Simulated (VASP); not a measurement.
# Rh (Fd-3m) in VASP: notebook

The runs below take Rh through single point, relaxation of cell and atoms, with BLYP.

Everything below comes from runs of VASP 6.6.1. Logs are shortened: lines on timing, memory, paths and dates and some standing lists are left out, and cuts for length are marked.

### 1 The cell of the first run

The structure is cubic, space group Fd-3m (No. 227). The conventional cell has a = 5.690 Å, b = 5.690 Å, c = 5.690 Å, α = 90.00°, β = 90.00°, γ = 90.00°. Within 3.3 Å of Rh (site symmetry -43m) lie 4 Rh at 2.46 Å.

This isn't the form of Rh at room conditions, which is fcc.

### 2 Single point, BLYP (23.02 Å³/atom)

INCAR reads:

```
PREC     = Accurate       # precision mode
ENCUT    = 520            # plane-wave cutoff, eV
EDIFF    = 1E-7           # SCF threshold, eV
ISMEAR   = -1             # smearing method
SIGMA    = 0.1            # smearing width, eV
LREAL    = F              # projectors in reciprocal space
LASPH    = T              # aspherical terms in the spheres
NELM     = 80             # most SCF steps
ALGO     = Normal         # electronic algorithm
ISIF     = 2              # what is computed and relaxed
LWAVE    = F              # write WAVECAR
LCHARG   = F              # write CHGCAR
GGA      = B5             # functional
ALDAX    = 1.0          
AGGAX    = 1.0          
AGGAC    = 1.0          
ALDAC    = 0.0          
NBANDS   = 22             # bands
```

KPOINTS reads:

```
regular mesh
0
Gamma
  11 11 11
```

POSCAR reads:

```
Rh
1.0
    0.0000000000      2.8448102749      2.8448102749
    2.8448102749      0.0000000000      2.8448102749
    2.8448102749      2.8448102749      0.0000000000
Rh
2
Direct
    0.1250000000      0.1250000000      0.1250000000
    0.8750000000      0.8750000000      0.8750000000
```

Potentials or basis: VASP PAW PBE potentials, release 64 (Rh_pv).

The run is started by

```
> cat potpaw_PBE.64/Rh_pv/POTCAR > POTCAR
> mpirun -np 1 vasp_std > vasp.out
```

OUTCAR:

```text
PREC = Accurate
   ENCUT = 520
   EDIFF = 1E-7
   ISMEAR = -1
   LREAL = F
   LASPH = T
   NELM = 80
   ISIF = 2
   GGA = B5

 ion  position               nearest neighbor table
   1  0.125  0.125  0.125-   2 2.46   2 2.46   2 2.46   2 2.46
   2  0.875  0.875  0.875-   1 2.46   1 2.46   1 2.46   1 2.46

  LATTYP: Found a face centered cubic cell.
 ALAT       =     5.6896205498

  Lattice vectors:

 A1 = (   0.0000000000,   2.8448102749,   2.8448102749)
 A2 = (   2.8448102749,   0.0000000000,   2.8448102749)
 A3 = (   2.8448102749,   2.8448102749,   0.0000000000)

Analysis of symmetry for initial positions (statically):
=====================================================================
 Subroutine PRICEL returns:
 Original cell was already a primitive cell.

 Routine SETGRP: Setting up the symmetry group for a
 face centered cubic supercell.

 Subroutine GETGRP returns: Found 48 space group operations
 (whereof 12 operations were pure point group operations)
 out of a pool of 48 trial point group operations.

The static configuration has the point symmetry D_3d.
 The point group associated with its full space group is O_h .

Analysis of symmetry for dynamics (positions and initial velocities):
=====================================================================
 Subroutine PRICEL returns:
 Original cell was already a primitive cell.

 Routine SETGRP: Setting up the symmetry group for a
 face centered cubic supercell.

 Subroutine GETGRP returns: Found 48 space group operations
 (whereof 12 operations were pure point group operations)
 out of a pool of 48 trial point group operations.

The dynamic configuration has the point symmetry D_3d.
 The point group associated with its full space group is O_h .

 Subroutine INISYM returns: Found 48 space group operations
 (whereof 12 operations are pure point group operations),
 and found     1 'primitive' translations

----------------------------------------------------------------------------------------

                                     Primitive cell

  volume of cell :      46.0458

  direct lattice vectors                    reciprocal lattice vectors
     0.000000000  2.844810275  2.844810275    -0.175758645  0.175758645  0.175758645
     2.844810275  0.000000000  2.844810275     0.175758645 -0.175758645  0.175758645
     2.844810275  2.844810275  0.000000000     0.175758645  0.175758645 -0.175758645
[... 79 lines left out ...]
   LNONCOLLINEAR =      F non collinear calculations
   LSORBIT =      F    spin-orbit coupling
   LASPH  =      T    aspherical Exc in radial PAW
   ENCUT  =  520.0 eV  38.22 Ry    6.18 a.u.   7.48  7.48  7.48*2*pi/ulx,y,z
   NELM   =     80;   NELMIN=  2; NELMDL= -5     # of ELM steps
   EDIFF  = 0.1E-06   stopping-criterion for ELM
   LREAL  =      F    real-space projection
   EDIFFG = 0.1E-05   stopping-criterion for IOM
   NSW    =      0    number of steps for IOM
   IBRION =     -1    ionic relax: 0-MD 1-quasi-New 2-CG
   NFREE  =      0    steps in history (QN), initial steepest desc. (CG)
   ISIF   =      2    stress and relaxation
   ISYM   =      2    0-nonsym 1-usesym 2-fastsym
   POTIM  = 0.5000    time-step for ionic-motion
   TEBEG  =    0.0;   TEEND  =   0.0 temperature during run
   PSTRESS=    0.0 pullay stress
   NELECT =      30.0000    total number of electrons
   NUPDOWN=      -1.0000    fix difference up-down
   EMIN   =  10.00;   EMAX   =-10.00  energy-range for DOS
   EFERMI =   0.00;   METHOD = LEGACY
   ISMEAR =    -1;   SIGMA  =   0.10  broadening in eV -4-tet -1-fermi 0-gaus
   EFERMI_NEDOS =   21; number of points for ismear=-14 and -15
   IALGO  =     38    algorithm
   IMIX   =      4    mixing-type and parameters
     AMIX     =   0.40;   BMIX     =  1.00
     AMIX_MAG =   1.60;   BMIX_MAG =  1.00
  volume/ion in A,a.u.               =      23.02       155.37
  Fermi-wavevector in a.u.,A,eV,Ry     =   1.419227  2.681951 27.404936  2.014206
  Thomas-Fermi vector in A             =   2.540270
   LORBIT       =      0    0 simple, 1 ext, 2 COOP (PROOUT), +10 PAW based schemes
   GGA     = B5    functional components
   LHFCALC =     F    Hartree Fock is set to
   AEXX    =    0.0000 exact exchange contribution
   IVDW    =     0    specifies the selected vdW correction
   LEPSILON=     F    determine dielectric tensor
   LRPA    =     F    only Hartree local field effects (RPA)
 non-spin polarized calculation
  energy-cutoff  :      520.00
  volume of cell :       46.05
 maximum number of plane-waves:      1258
 NGX is ok and might be reduce to    30
   NGX = 15   NGY = 15   NGZ = 15

 number of electron      29.9999996 magnetization

 Free energy of the ion-electron system (eV)
  ---------------------------------------------------
  ext. energy  EPLUGINS =         0.00000000
  ---------------------------------------------------
  free energy    TOTEN  =       -10.93130980 eV

  energy without entropy =      -10.79885647  energy(sigma->0) =      -10.86508313

 E-fermi :   5.7098     XC(G=0):  -9.9935

 val. band max:        5.6714145280   @ k =   0.4545   0.2727   0.0000
 cond. band min:       5.7179134271   @ k =  -0.4545   0.1818   0.0909
 fundamental gap:      0.0464988991
 Fermi energy:         5.7098047347

 k-point     1 :       0.0000    0.0000    0.0000
  band No.  band energies     occupation
      1     -40.8913      2.00000
      2     -40.8913      2.00000
      3     -40.8913      2.00000
      4     -40.4270      2.00000
      5     -40.4270      2.00000
      6     -40.4270      2.00000
[... 589 lines left out ...]
     21      16.8493      0.00000
     22      19.2927      0.00000

 [... further k-points ...]

------------------------ aborting loop because EDIFF is reached ----------------------------------------

  FORCE on cell =-STRESS in cart. coord.  units (eV):
  Direction    XX          YY          ZZ          XY          YZ          ZX
  --------------------------------------------------------------------------------------
  -------------------------------------------------------------------------------------
  Total       -0.9954290     -0.9954290     -0.9954290     -0.0000000      0.0000000      0.0000000
  in kB      -34.6362554    -34.6362554    -34.6362554     -0.0000000      0.0000000      0.0000000
  external PRESSURE =     -34.6362554 kB  Pullay stress =       0.0000000 kB

 VOLUME and BASIS-vectors are now :
 -----------------------------------------------------------------------------
  energy-cutoff  :      520.00
  volume of cell :       46.05
      direct lattice vectors                 reciprocal lattice vectors
     0.000000000  2.844810275  2.844810275    -0.175758645  0.175758645  0.175758645
     2.844810275  0.000000000  2.844810275     0.175758645 -0.175758645  0.175758645
     2.844810275  2.844810275  0.000000000     0.175758645  0.175758645 -0.175758645

 POSITION                                       TOTAL-FORCE (eV/Angst)
 -----------------------------------------------------------------------------------
      0.71120      0.71120      0.71120        -0.000000     -0.000000     -0.000000
      4.97842      4.97842      4.97842         0.000000      0.000000      0.000000
 -----------------------------------------------------------------------------------
    total drift:                               -0.000000      0.000000      0.000000

  FREE ENERGIE OF THE ION-ELECTRON SYSTEM (eV)
  ---------------------------------------------------
  free  energy   TOTEN  =       -10.9313097965 eV

  energy  without entropy=      -10.7988564733  energy(sigma->0) =      -10.86508313
```

Run time: 1.9 min. Hardware: 1 thread of Intel Xeon 8259CL, shared host; peak memory 0.19 GiB.

What came out:

```yaml
Free_energy: -10.9313 eV
Pressure: -3.5 GPa
Band_gap_on_the_k_mesh: zero (bands 15 and 16 overlap by 0.96 eV)
```

Caveat: the cell stands under tension; the PAW data sets were made with another functional, which shifts forces and pressure a little.

### 3 Single point, BLYP (23.91 Å³/atom)

This run uses another cell than the first one, of 23.91 Å³/atom.

INCAR reads:

```
SYSTEM = Rh
PREC = Accurate
ENCUT = 520
EDIFF = 1E-6
ISMEAR = -1
SIGMA = 0.1
LREAL = .FALSE.
LASPH = .TRUE.
NELM = 60
ALGO = Normal
ISIF = 2
LWAVE = .FALSE.
LCHARG = .TRUE.
GGA = B5
ALDAX = 1.0
AGGAX = 1.0
AGGAC = 1.0
ALDAC = 0.0
LELF = .TRUE.
LVHAR = .TRUE.
NBANDS = 22
```

KPOINTS reads:

```
regular mesh
0
G
  11 11 11
  0 0 0
```

POSCAR reads:

```
Rh
1.0
    0.0000000000      2.8808243548      2.8808243548
    2.8808243548      0.0000000000      2.8808243548
    2.8808243548      2.8808243548      0.0000000000
Rh
2
Direct
    0.1250000000      0.1250000000      0.1250000000
    0.8750000000      0.8750000000      0.8750000000
```

Potentials or basis: VASP PAW PBE potentials, release 64 (Rh_pv).

The run is started by

```
> cat potpaw_PBE.64/Rh_pv/POTCAR > POTCAR
> mpirun -np 1 vasp_std > vasp.out
```

Run time: 89 s. Hardware: 1 thread of Intel Xeon 8259CL, shared host; peak memory 0.19 GiB.

The run converged. Its results:

```
Free energy            : -10.8766 eV
Pressure               : -6.5 GPa
Band gap on the k mesh : zero (bands 15 and 16 overlap by 0.91 eV)
```

Levels at points of the mesh, in eV from the Fermi level:
| k point | band 11 | band 12 | band 13 | band 14 | band 15 | band 16 | band 17 | band 18 | band 19 | band 20 |
| --- | --- | --- | --- | --- | --- | --- | --- | --- | --- | --- |
| (0.00, 0.00, 0.00) | -3.26 | -3.26 | -1.20 | -1.20 | -1.20 | 0.24 | 0.24 | 11.90 | 11.90 | 11.90 |

Caveat: the cell stands under tension; the PAW data sets were made with another functional, which shifts forces and pressure a little.

### 4 Single point, BLYP (24.79 Å³/atom)

This run uses another cell than the first one, of 24.79 Å³/atom.

INCAR reads:

```
  PREC = Accurate
  ENCUT = 520
  EDIFF = 1E-7
  ISMEAR = -1
  SIGMA = 0.1
  LREAL = False
  LASPH = True
  NELM = 100
  ALGO = Normal
  ISIF = 2
  LWAVE = False
  LCHARG = False
  GGA = B5
  ALDAX = 1.0
  AGGAX = 1.0
  AGGAC = 1.0
  ALDAC = 0.0
  NBANDS = 22
```

KPOINTS reads:

```
regular mesh
0
Gamma
  11 11 11
```

POSCAR reads:

```
Rh
1.0
    0.0000000000      2.9159598219      2.9159598219
    2.9159598219      0.0000000000      2.9159598219
    2.9159598219      2.9159598219      0.0000000000
Rh
2
Direct
    0.1250000000      0.1250000000      0.1250000000
    0.8750000000      0.8750000000      0.8750000000
```

Potentials or basis: VASP PAW PBE potentials, release 64 (Rh_pv).

The run is started by

```
> cat potpaw_PBE.64/Rh_pv/POTCAR > POTCAR
> mpirun -np 1 vasp_std > vasp.out
```

OUTCAR:

```text
PREC = Accurate
   ENCUT = 520
   EDIFF = 1E-7
   ISMEAR = -1
   LREAL = False
   LASPH = True
   NELM = 100
   ISIF = 2
   GGA = B5

 ion  position               nearest neighbor table
   1  0.125  0.125  0.125-   2 2.53   2 2.53   2 2.53   2 2.53
   2  0.875  0.875  0.875-   1 2.53   1 2.53   1 2.53   1 2.53

  LATTYP: Found a face centered cubic cell.
 ALAT       =     5.8319196438

  Lattice vectors:

 A1 = (   0.0000000000,   2.9159598219,   2.9159598219)
[... 786 lines left out ...]

------------------------ aborting loop because EDIFF is reached ----------------------------------------

  FORCE on cell =-STRESS in cart. coord.  units (eV):
  Direction    XX          YY          ZZ          XY          YZ          ZX
  --------------------------------------------------------------------------------------
  -------------------------------------------------------------------------------------
  Total       -2.7139689     -2.7139689     -2.7139689     -0.0000000      0.0000000     -0.0000000
  in kB      -87.6881371    -87.6881371    -87.6881371     -0.0000000      0.0000000     -0.0000000
  external PRESSURE =     -87.6881371 kB  Pullay stress =       0.0000000 kB

 VOLUME and BASIS-vectors are now :
 -----------------------------------------------------------------------------
  energy-cutoff  :      520.00
  volume of cell :       49.59
      direct lattice vectors                 reciprocal lattice vectors
     0.000000000  2.915959822  2.915959822    -0.171470127  0.171470127  0.171470127
     2.915959822  0.000000000  2.915959822     0.171470127 -0.171470127  0.171470127
     2.915959822  2.915959822  0.000000000     0.171470127  0.171470127 -0.171470127

 POSITION                                       TOTAL-FORCE (eV/Angst)
 -----------------------------------------------------------------------------------
      0.72899      0.72899      0.72899        -0.000000     -0.000000     -0.000000
      5.10293      5.10293      5.10293         0.000000      0.000000      0.000000
 -----------------------------------------------------------------------------------
    total drift:                                0.000000      0.000000      0.000000

  FREE ENERGIE OF THE ION-ELECTRON SYSTEM (eV)
  ---------------------------------------------------
  free  energy   TOTEN  =       -10.7927574998 eV

  energy  without entropy=      -10.6432545609  energy(sigma->0) =      -10.71800603
```

OSZICAR:

```text
N       E                     dE             d eps       ncg     rms          rms(c)
DAV:   1     0.305220029957E+03    0.30522E+03   -0.19098E+04  2544   0.141E+03
DAV:   2    -0.523671238094E+01   -0.31046E+03   -0.29927E+03  2656   0.423E+02
DAV:   3    -0.112219300662E+02   -0.59852E+01   -0.59276E+01  2764   0.679E+01
DAV:   4    -0.112694549276E+02   -0.47525E-01   -0.47520E-01  2918   0.605E+00
DAV:   5    -0.112702160774E+02   -0.76115E-03   -0.76114E-03  2814   0.771E-01    0.706E+00
DAV:   6    -0.108213571584E+02    0.44886E+00   -0.21367E+00  2728   0.128E+01    0.258E+00
DAV:   7    -0.107979848364E+02    0.23372E-01   -0.61431E-02  2668   0.238E+00    0.153E+00
DAV:   8    -0.107925155408E+02    0.54693E-02   -0.88181E-03  2716   0.872E-01    0.926E-02
DAV:   9    -0.107926961101E+02   -0.18057E-03   -0.30950E-04  2872   0.160E-01    0.423E-02
DAV:  10    -0.107927567415E+02   -0.60631E-04   -0.60133E-05  2632   0.515E-02    0.429E-03
DAV:  11    -0.107927571494E+02   -0.40790E-06   -0.10471E-06  3168   0.730E-03    0.230E-03
DAV:  12    -0.107927574691E+02   -0.31977E-06   -0.57937E-07  2642   0.497E-03    0.322E-04
DAV:  13    -0.107927574998E+02   -0.30691E-07   -0.63923E-09  1922   0.758E-04
   1 F= -.10792757E+02 E0= -.10718006E+02  d E =-.149503E+00
```

Wall time 95 s (1 thread of Intel Xeon 8259CL, shared host); peak memory 0.2 GiB.

Results:

| Item | Value |
| --- | --- |
| Free energy | -10.7928 eV |
| Pressure | -8.8 GPa |
| Band gap on the k mesh | zero (bands 15 and 16 overlap by 0.86 eV) |

Caveat: the cell stands under tension; the PAW data sets were made with another functional, which shifts forces and pressure a little.

### 5 Relaxation of cell and atoms, BLYP

This run uses another cell than the first one, of 18.56 Å³/atom.

INCAR reads:

```
  AGGAC = 1.0
  AGGAX = 1.0
  ALDAC = 0.0
  ALDAX = 1.0
  ALGO = Normal
  EDIFF = 1E-6
  EDIFFG = -0.01
  ENCUT = 600
  GGA = B5
  IBRION = 2
  ISIF = 3
  ISMEAR = -1
  LASPH = T
  LCHARG = F
  LREAL = F
  LWAVE = F
  NELM = 60
  NSW = 80
  PREC = Accurate
  SIGMA = 0.1
```

KPOINTS reads:

```
k-points
0
Gamma
  10 10 10
```

POSCAR reads:

```
Rh
1.0
    0.0000000000      2.6478639740      2.6478639740
    2.6478639740      0.0000000000      2.6478639740
    2.6478639740      2.6478639740      0.0000000000
Rh
2
Direct
    0.1250000000      0.1250000000      0.1250000000
    0.8750000000      0.8750000000      0.8750000000
```

The run is started by

```
> cat potpaw_PBE.64/Rh_pv/POTCAR > POTCAR
> mpirun -np 1 vasp_std > vasp.out
```

It took 4.9 min on 1 thread of Intel Xeon 8259CL, shared host; peak memory 0.19 GiB.

Results (log left out):

```yaml
Free_energy: -10.9435 eV
Relaxed_volume: 22.22 Å³/atom
Relaxed_cell: a = 3.976 Å, b = 3.976 Å, c = 3.976 Å, α = 60.00°, β = 60.00°, γ = 60.00°
Space_group_after_relaxing_to_0.1_Å: Fd-3m (No. 227)
Energy_gained_by_relaxing: 291.7 meV/atom
Ionic_steps: 5
Pressure_after_relaxing: 0.0 GPa
Band_gap_on_the_k_mesh: zero (bands 15 and 16 overlap by 1.06 eV)
```

The path:
```
step  energy change (eV)  largest force (eV/Å)  pressure (GPa)  volume (Å³)
   1              0.0000                0.0000           30.68        37.13
   2              0.3587                0.0000          -14.55        59.69
   3             -0.5800                0.0000           -1.59        45.12
   4             -0.5832                0.0000           -0.43        44.62
   5             -0.5834                0.0000            0.02        44.44
```

Final structure:
```yaml
crystal:
  lattice:
    - [0.00000, 2.81131, 2.81131]
    - [2.81131, 0.00000, 2.81131]
    - [2.81131, 2.81131, 0.00000]
  atoms:
    - { symbol: Rh, position: [0.12500, 0.12500, 0.12500] }
    - { symbol: Rh, position: [0.87500, 0.87500, 0.87500] }
```

Levels at points of the mesh, in eV from the Fermi level:
```
           k point  band 13  band 14  band 15  band 16  band 17  band 18
(0.00, 0.00, 0.00)    -1.33    -1.33    -1.33     0.30     0.30    12.47
(0.50, 0.00, 0.00)    -0.85    -0.85    -0.35     0.02     0.02     1.70
(0.50, 0.50, 0.00)    -1.93    -1.93     0.25     0.25     2.25     2.25
```

Caveat: the volume moved by over 15 % at a fixed basis, so the end points are rough; the PAW data sets were made with another functional, which shifts forces and pressure a little.

### 6 Single point, BLYP

This run uses another cell than the first one, of 22.14 Å³/atom.

INCAR reads:

```
PREC = Accurate ; ENCUT = 520
EDIFF = 1E-7 ; ISMEAR = -1
SIGMA = 0.1 ; LREAL = False
LASPH = True ; NELM = 100
ALGO = Normal ; ISIF = 2
LWAVE = False ; LCHARG = False
GGA = B5 ; ALDAX = 1.0
AGGAX = 1.0 ; AGGAC = 1.0
ALDAC = 0.0 ; NBANDS = 22
```

KPOINTS reads:

```
regular mesh
0
Gamma
  16 16 16
```

POSCAR reads:

```
Rh
1.0
    0.0000000000      2.8078605047      2.8078605047
    2.8078605047      0.0000000000      2.8078605047
    2.8078605047      2.8078605047      0.0000000000
Rh
2
Direct
    0.1250000000      0.1250000000      0.1250000000
    0.8750000000      0.8750000000      0.8750000000
```

Potentials or basis: VASP PAW PBE potentials, release 64 (Rh_pv).

The run is started by

```
> cat potpaw_PBE.64/Rh_pv/POTCAR > POTCAR
> mpirun -np 1 vasp_std > vasp.out
```

Wall time 4.1 min (1 thread of Intel Xeon 8259CL, shared host); peak memory 0.25 GiB.

The run converged. Its results:

```yaml
Free_energy: -10.9487 eV
Pressure: 0.4 GPa
Band_gap_on_the_k_mesh: zero (bands 15 and 16 overlap by 1.05 eV)
```

Levels at points of the mesh, in eV from the Fermi level:
```
           k point  band 11  band 12  band 13  band 14  band 15  band 16  band 17  band 18  band 19  band 20
(0.00, 0.00, 0.00)    -3.60    -3.60    -1.33    -1.33    -1.33     0.30     0.30    12.50    12.50    12.50
(0.50, 0.00, 0.00)    -3.61    -3.42    -0.86    -0.86    -0.36     0.02     0.02     1.71     9.05     9.05
(0.50, 0.50, 0.00)    -2.03    -2.03    -1.94    -1.94     0.25     0.25     2.26     2.26     4.77     4.77
```

Caveat: the PAW data sets were made with another functional, which shifts forces and pressure a little.

### 7 Summary

| task | cell | k mesh | cutoff (eV) | gap on the mesh (eV) | pressure (GPa) |
| --- | --- | --- | --- | --- | --- |
| single point | a = 4.023 Å, angles 60.0°, 2 atoms | 11 × 11 × 11 | 520 | none | -3.5 |
| single point | a = 4.074 Å, angles 60.0°, 2 atoms | 11 × 11 × 11 | 520 | none | -6.5 |
| single point | a = 4.124 Å, angles 60.0°, 2 atoms | 11 × 11 × 11 | 520 | none | -8.8 |
| relaxation of cell and atoms | relaxed from a = 3.745 Å, angles 60.0°, 2 atoms | 10 × 10 × 10 | 600 | none | 0.0 |
| single point | a = 3.971 Å, angles 60.0°, 2 atoms | 16 × 16 × 16 | 520 | none | 0.4 |

Alike in all rows: level BLYP; potentials or basis VASP PAW PBE potentials, release 64 (Rh_pv); no spin polarisation; smearing fermi-dirac 0.1 eV.

Caveats: the PAW data sets were made with another functional, which shifts forces and pressure a little; the cell stands under tension (at least some runs); the volume moved by over 15 % at a fixed basis, so the end points are rough (at least some runs).

Total energies depend on the potentials used, so only differences within one code and one set of settings carry meaning.
